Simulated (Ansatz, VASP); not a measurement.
# One calculation of Ti, two programs

```
CELL_PARAMETERS angstrom
3.06800 0.00000 0.00000
-1.53400 2.65696 0.00000
0.00000 0.00000 5.06088
ATOMIC_POSITIONS crystal
Ti 0.33333 0.66667 0.25000
Ti 0.66667 0.33333 0.75000
```

Change from the starting cell: strain +0.040 along x and y, +0.080 along z, atoms carried along.

Alike in both runs: task single point; functional PBEsol; k mesh 18 × 18 × 10; occupations gaussian, width 0.15 eV; no spin polarisation.

|  | VASP | Ansatz |
| --- | --- | --- |
| version | VASP 6.6.1 | Ansatz 0.2.0 |
| potentials or method | VASP PAW PBE potentials, release 64 (Ti_sv), cutoff 520 eV | scalar-relativistic, plane waves, PAW |
| valence electrons in the cell | 24 | 24 |

VASP gave:

| Item | Value |
| --- | --- |
| gap on the k mesh at the Fermi level (eV) | none |
| pressure (GPa) | -17.0 |
| traceless stress, the component that is largest in VASP (GPa) | -2.24 |

Task: Which values does Ansatz return?

Result: gap on the k mesh at the Fermi level (eV): none; pressure (GPa): -17.0; traceless stress, the component that is largest in VASP (GPa): -2.26.

VASP's potentials were made for PBE, not for PBEsol. A gap of «none» marks a metal or a gap that the smearing closes.
